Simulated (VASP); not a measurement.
# Pd (Pm-3m) in VASP: a series of runs

Pd is run at these levels: PBE; tasks: single point, relaxation of cell and atoms.

Program: VASP 6.6.1. These are calculated values, not measurements. Logs are shortened: lines on timing, memory, paths and dates and some standing lists are left out, and cuts for length are marked.

### 1 The cell of the first run

The structure is cubic, space group Pm-3m (No. 221). Conventional cell: a = 2.615 Å, b = 2.615 Å, c = 2.615 Å, α = 90.00°, β = 90.00°, γ = 90.00°. Within 3.4 Å of Pd (site symmetry m-3m) lie 6 Pd at 2.61 Å.

This isn't the form of Pd at room conditions, which is fcc.

### 2 Single point, PBE, collinear spin

Contents of INCAR:

```
PREC     = Accurate       # precision mode
ENCUT    = 500            # plane-wave cutoff, eV
EDIFF    = 1E-6           # SCF threshold, eV
ISMEAR   = -1             # smearing method
SIGMA    = 0.05           # smearing width, eV
LREAL    = False          # projectors in reciprocal space
LASPH    = True           # aspherical terms in the spheres
NELM     = 200            # most SCF steps
ALGO     = Normal         # electronic algorithm
ISIF     = 2              # what is computed and relaxed
LWAVE    = False          # write WAVECAR
LCHARG   = False          # write CHGCAR
ISPIN    = 2              # spin polarisation
MAGMOM   = 0.5            # initial moments
LORBIT   = 11             # projections on sites
LMAXMIX  = 4              # l up to which the mixer works
GGA      = PE             # functional
NBANDS   = 15             # bands
GGA_COMPAT= False
```

Contents of KPOINTS:

```
regular mesh
0
Gamma
  12 12 12
```

Contents of POSCAR:

```
Pd
1.0
    2.6149101206      0.0000000000      0.0000000000
    0.0000000000      2.6149101206      0.0000000000
    0.0000000000      0.0000000000      2.6149101206
Pd
1
Direct
    0.0000000000      0.0000000000      0.0000000000
```

Potentials or basis: VASP PAW PBE potentials, release 64 (Pd).

Run with:

```bash
> cat potpaw_PBE.64/Pd/POTCAR > POTCAR
> mpirun -np 1 vasp_std > vasp.out
```

OUTCAR:

```text
PREC = Accurate
   ENCUT = 500
   EDIFF = 1E-6
   ISMEAR = -1
   LREAL = False
   LASPH = True
   NELM = 200
   ISIF = 2
   ISPIN = 2
   LORBIT = 11
   GGA = PE

 ion  position               nearest neighbor table
   1  0.000  0.000  0.000-

  LATTYP: Found a simple cubic cell.
 ALAT       =     2.6149101206

  Lattice vectors:

 A1 = (   2.6149101206,   0.0000000000,   0.0000000000)
 A2 = (   0.0000000000,   2.6149101206,   0.0000000000)
 A3 = (   0.0000000000,   0.0000000000,   2.6149101206)

Analysis of symmetry for initial positions (statically):
=====================================================================
 Subroutine PRICEL returns:
 Original cell was already a primitive cell.

 Routine SETGRP: Setting up the symmetry group for a
 simple cubic supercell.

 Subroutine GETGRP returns: Found 48 space group operations
 (whereof 48 operations were pure point group operations)
 out of a pool of 48 trial point group operations.

The static configuration has the point symmetry O_h .

Analysis of symmetry for dynamics (positions and initial velocities):
=====================================================================
 Subroutine PRICEL returns:
 Original cell was already a primitive cell.

 Routine SETGRP: Setting up the symmetry group for a
 simple cubic supercell.

 Subroutine GETGRP returns: Found 48 space group operations
 (whereof 48 operations were pure point group operations)
 out of a pool of 48 trial point group operations.

The dynamic configuration has the point symmetry O_h .

Analysis of structural, dynamic, and magnetic symmetry:
=====================================================================
 Subroutine PRICEL returns:
 Original cell was already a primitive cell.

 Routine SETGRP: Setting up the symmetry group for a
 simple cubic supercell.

 Subroutine GETGRP returns: Found 48 space group operations
 (whereof 48 operations were pure point group operations)
 out of a pool of 48 trial point group operations.

The overall configuration has the point symmetry O_h .

 Subroutine INISYM returns: Found 48 space group operations
 (whereof 48 operations are pure point group operations),
 and found     1 'primitive' translations

----------------------------------------------------------------------------------------

                                     Primitive cell

  volume of cell :      17.8801

  direct lattice vectors                    reciprocal lattice vectors
     2.614910121  0.000000000  0.000000000     0.382422322  0.000000000  0.000000000
     0.000000000  2.614910121  0.000000000     0.000000000  0.382422322  0.000000000
     0.000000000  0.000000000  2.614910121     0.000000000  0.000000000  0.382422322
[... 126 lines left out ...]
  ext. energy  EPLUGINS =         0.00000000
  ---------------------------------------------------
  free energy    TOTEN  =        -4.72052695 eV

  energy without entropy =       -4.70708159  energy(sigma->0) =       -4.71380427

 E-fermi :   7.1100     XC(G=0): -11.8854

 val. band max:        7.1004574849   @ k =   0.2500   0.0833   0.0000
 cond. band min:       7.1355862727   @ k =   0.4167   0.3333   0.3333
 fundamental gap:      0.0351287878
 Fermi energy:         7.1099845847

 spin component 1

 k-point     1 :       0.0000    0.0000    0.0000
  band No.  band energies     occupation
      1       1.2296      1.00000
      2       2.6979      1.00000
      3       2.6979      1.00000
      4       7.1383      0.36215
      5       7.1383      0.36215
      6       7.1383      0.36215
      7      23.5460      0.00000
      8      23.5460      0.00000
      9      23.5460      0.00000
     10      29.8279      0.00000
     11      29.8279      0.00000
     12      29.9990      0.00000
     13      34.1951      0.00000
     14      37.0245      0.00000
[... 403 lines left out ...]
      4       6.2048      1.00000
      5       6.4862      1.00000
      6       9.7814      0.00000
      7      13.9931      0.00000
      8      19.7915      0.00000
      9      22.9143      0.00000
     10      29.2949      0.00000
     11      31.9655      0.00000
     12      32.0537      0.00000
     13      34.0997      0.00000
     14      35.3515      0.00000
     15      38.1060      0.00000

 [... further k-points ...]

 spin component 2

 k-point     1 :       0.0000    0.0000    0.0000
  band No.  band energies     occupation
      1       1.2296      1.00000
      2       2.6979      1.00000
      3       2.6979      1.00000
      4       7.1385      0.36097
      5       7.1385      0.36097
      6       7.1385      0.36097
      7      23.5461      0.00000
      8      23.5461      0.00000
      9      23.5461      0.00000
     10      29.8279      0.00000
     11      29.8279      0.00000
     12      29.9988      0.00000
     13      34.1951      0.00000
     14      37.0246      0.00000
[... 403 lines left out ...]
      4       6.2051      1.00000
      5       6.4863      1.00000
      6       9.7814      0.00000
      7      13.9931      0.00000
      8      19.7915      0.00000
      9      22.9143      0.00000
     10      29.2948      0.00000
     11      31.9656      0.00000
     12      32.0536      0.00000
     13      34.0997      0.00000
     14      35.3516      0.00000
     15      38.1059      0.00000

 [... further k-points ...]

------------------------ aborting loop because EDIFF is reached ----------------------------------------

  FORCE on cell =-STRESS in cart. coord.  units (eV):
  Direction    XX          YY          ZZ          XY          YZ          ZX
  --------------------------------------------------------------------------------------
  -------------------------------------------------------------------------------------
  Total       -0.0338682     -0.0338682     -0.0338682     -0.0000000     -0.0000000      0.0000000
  in kB       -3.0348190     -3.0348190     -3.0348190     -0.0000000     -0.0000000      0.0000000
  external PRESSURE =      -3.0348190 kB  Pullay stress =       0.0000000 kB

 VOLUME and BASIS-vectors are now :
 -----------------------------------------------------------------------------
  energy-cutoff  :      500.00
  volume of cell :       17.88
      direct lattice vectors                 reciprocal lattice vectors
     2.614910121  0.000000000  0.000000000     0.382422322  0.000000000  0.000000000
     0.000000000  2.614910121  0.000000000     0.000000000  0.382422322  0.000000000
     0.000000000  0.000000000  2.614910121     0.000000000  0.000000000  0.382422322

 POSITION                                       TOTAL-FORCE (eV/Angst)
 -----------------------------------------------------------------------------------
      0.00000      0.00000      0.00000         0.000000      0.000000      0.000000
 -----------------------------------------------------------------------------------
    total drift:                                0.000000      0.000000      0.000000

  FREE ENERGIE OF THE ION-ELECTRON SYSTEM (eV)
  ---------------------------------------------------
  free  energy   TOTEN  =        -4.7205269530 eV

  energy  without entropy=       -4.7070815885  energy(sigma->0) =       -4.71380427

 total charge

# of ion       s       p       d       tot
------------------------------------------
    1        0.482   0.329   8.527   9.338

 magnetization (x)

# of ion       s       p       d       tot
------------------------------------------
    1        0.000  -0.000   0.000   0.000
```

Run time: 55 s. Hardware: 1 thread of Intel Xeon 8259CL, shared host; peak memory 0.15 GiB.

What came out:

| Item | Value |
| --- | --- |
| Free energy | -4.7205 eV |
| Pressure | -0.3 GPa |
| Band gap on the k mesh | zero (filled and empty bands overlap) |
| Net moment | 0.00 μB per cell |
| Valence electrons inside the program's atomic spheres | Pd 9.34 |

### 3 Relaxation of cell and atoms, PBE, collinear spin

This run uses another cell than the first one, of 15.89 Å³/atom.

Contents of INCAR:

```
SYSTEM = Pd
  PREC = Accurate
  ENCUT = 500
  EDIFF = 1E-7
  ISMEAR = -1
  SIGMA = 0.05
  LREAL = .False.
  LASPH = .True.
  NELM = 200
  ALGO = Normal
  ISIF = 3
  LWAVE = .False.
  LCHARG = .False.
  ISPIN = 2
  MAGMOM = 0.5
  LORBIT = 11
  LMAXMIX = 4
  GGA = PE
  IBRION = 2
  NSW = 80
  EDIFFG = -0.01
  GGA_COMPAT = .False.
  NELMIN = 4
```

Contents of KPOINTS:

```
regular mesh
0
Gamma
  12 12 12
  0 0 0
```

Contents of POSCAR:

```
Pd
1.0
    2.5140960172      0.0000000000      0.0000000000
    0.0000000000      2.5140960172      0.0000000000
    0.0000000000      0.0000000000      2.5140960172
Pd
1
Direct
    0.0000000000      0.0000000000      0.0000000000
```

Potentials or basis: VASP PAW PBE potentials, release 64 (Pd).

Run with:

```bash
> cat potpaw_PBE.64/Pd/POTCAR > POTCAR
> mpirun -np 1 vasp_std > vasp.out
```

It took 76 s on 1 thread of Intel Xeon 8259CL, shared host; peak memory 0.14 GiB.

The run converged. Its results:

```yaml
Free_energy: -4.7204 eV
Relaxed_volume: 17.85 Å³/atom
Relaxed_cell: a = 2.613 Å, b = 2.613 Å, c = 2.613 Å, α = 90.00°, β = 90.00°, γ = 90.00°
Space_group_after_relaxing_to_0.1_Å: Pm-3m (No. 221)
Energy_gained_by_relaxing: 102.5 meV/atom
Ionic_steps: 4
Pressure_after_relaxing: -0.1 GPa
Band_gap_on_the_k_mesh: zero (filled and empty bands overlap)
Net_moment: 0.00 μB per cell
Valence_electrons_inside_the_program's_atomic_spheres: Pd 9.34
```

Step by step:
```
step  energy change (eV)  largest force (eV/Å)  pressure (GPa)  volume (Å³)
   1              0.0000                0.0000           18.95        15.89
   2              0.0180                0.0000          -11.88        20.62
   3             -0.1025                0.0000           -0.40        17.90
   4             -0.1025                0.0000           -0.07        17.85
```

Final structure:
```
CELL_PARAMETERS angstrom
2.61350 0.00000 0.00000
0.00000 2.61350 0.00000
0.00000 0.00000 2.61350
ATOMIC_POSITIONS crystal
Pd 0.00000 0.00000 0.00000
```

Levels at points of the mesh, in eV from the Fermi level:
Spin up:
```tsv
k point	band 1	band 2	band 3	band 4	band 5	band 6	band 7	band 8	band 9
(0.00, 0.00, 0.00)	-5.89	-4.42	-4.42	0.03	0.03	0.03	16.45	16.45	16.45
(0.50, 0.00, 0.00)	-3.96	-3.82	-1.49	-1.49	0.17	0.47	4.84	18.31	21.15
(0.50, 0.50, 0.00)	-4.62	-3.32	-1.21	-1.21	1.15	5.55	5.55	11.45	12.31
(0.50, 0.50, 0.50)	-3.78	-3.78	-3.78	1.25	1.25	11.11	11.14	11.14	11.14
```
Spin down:
| k point | band 2 | band 3 | band 4 | band 5 | band 6 | band 7 | band 8 | band 9 |
| --- | --- | --- | --- | --- | --- | --- | --- | --- |
| (0.00, 0.00, 0.00) | -4.42 | -4.42 | 0.03 | 0.03 | 0.03 | 16.45 | 16.45 | 16.45 |
| (0.50, 0.00, 0.00) | -3.82 | -1.49 | -1.49 | 0.17 | 0.47 | 4.84 | 18.31 | 21.15 |
| (0.50, 0.50, 0.00) | -3.32 | -1.21 | -1.21 | 1.15 | 5.55 | 5.55 | 11.45 | 12.31 |
| (0.50, 0.50, 0.50) | -3.78 | -3.78 | 1.25 | 1.25 | 11.11 | 11.14 | 11.14 | 11.14 |

### 4 Single point, PBE, collinear spin

Contents of INCAR:

```
ALGO     = Normal         # electronic algorithm
EDIFF    = 1E-6           # SCF threshold, eV
ENCUT    = 500            # plane-wave cutoff, eV
GGA      = PE             # functional
GGA_COMPAT= F            
ISIF     = 2              # what is computed and relaxed
ISMEAR   = -1             # smearing method
ISPIN    = 2              # spin polarisation
LASPH    = T              # aspherical terms in the spheres
LCHARG   = F              # write CHGCAR
LMAXMIX  = 4              # l up to which the mixer works
LORBIT   = 11             # projections on sites
LREAL    = F              # projectors in reciprocal space
LWAVE    = F              # write WAVECAR
MAGMOM   = 0.5            # initial moments
NBANDS   = 15             # bands
NELM     = 200            # most SCF steps
PREC     = Accurate       # precision mode
SIGMA    = 0.05           # smearing width, eV
```

Contents of KPOINTS:

```
k-points
0
Gamma
  20 20 20
```

Contents of POSCAR:

```
Pd
1.0
    2.6149101206      0.0000000000      0.0000000000
    0.0000000000      2.6149101206      0.0000000000
    0.0000000000      0.0000000000      2.6149101206
Pd
1
Direct
    0.0000000000      0.0000000000      0.0000000000
```

Run with:

```bash
> cat potpaw_PBE.64/Pd/POTCAR > POTCAR
> mpirun -np 1 vasp_std > vasp.out
```

Wall time 2.4 min (1 thread of Intel Xeon 8259CL, shared host); peak memory 0.21 GiB.

It converged, with:

```yaml
Free_energy: -4.7179 eV
Pressure: -0.3 GPa
Band_gap_on_the_k_mesh: zero (filled and empty bands overlap)
Net_moment: 0.00 μB per cell
Valence_electrons_inside_the_program's_atomic_spheres: Pd 9.34
```

Levels at points of the mesh, in eV from the Fermi level:
Spin up:
| k point | band 3 | band 4 | band 5 | band 6 | band 7 | band 8 |
| --- | --- | --- | --- | --- | --- | --- |
| (0.00, 0.00, 0.00) | -4.44 | 0.01 | 0.01 | 0.01 | 16.42 | 16.42 |
| (0.50, 0.00, 0.00) | -1.51 | -1.51 | 0.15 | 0.45 | 4.81 | 18.29 |
| (0.50, 0.50, 0.00) | -1.22 | -1.22 | 1.12 | 5.53 | 5.53 | 11.41 |
| (0.50, 0.50, 0.50) | -3.79 | 1.22 | 1.22 | 11.09 | 11.11 | 11.11 |
Spin down:
```
           k point  band 2  band 3  band 4  band 5  band 6  band 7  band 8  band 9
(0.00, 0.00, 0.00)   -4.44   -4.44    0.01    0.01    0.01   16.42   16.42   16.42
(0.50, 0.00, 0.00)   -3.84   -1.51   -1.51    0.15    0.45    4.81   18.29   21.12
(0.50, 0.50, 0.00)   -3.34   -1.22   -1.22    1.12    5.53    5.53   11.41   12.28
(0.50, 0.50, 0.50)   -3.79   -3.79    1.22    1.22   11.09   11.11   11.11   11.11
```

### 5 Summary

| task | cell | k mesh | gap on the mesh (eV) | pressure (GPa) | moment (μB) |
| --- | --- | --- | --- | --- | --- |
| single point | a = 2.615 Å, 1 atom | 12 × 12 × 12 | none | -0.3 | 0.00 |
| relaxation of cell and atoms | relaxed from a = 2.514 Å, 1 atom | 12 × 12 × 12 | none | -0.1 | 0.00 |
| single point | a = 2.615 Å, 1 atom | 20 × 20 × 20 | none | -0.3 | 0.00 |

Alike in all rows: level PBE; potentials or basis VASP PAW PBE potentials, release 64 (Pd); spin collinear; cutoff (eV) 500; smearing fermi-dirac 0.05 eV.

Total energies depend on the potentials used, so only differences within one code and one set of settings carry meaning.
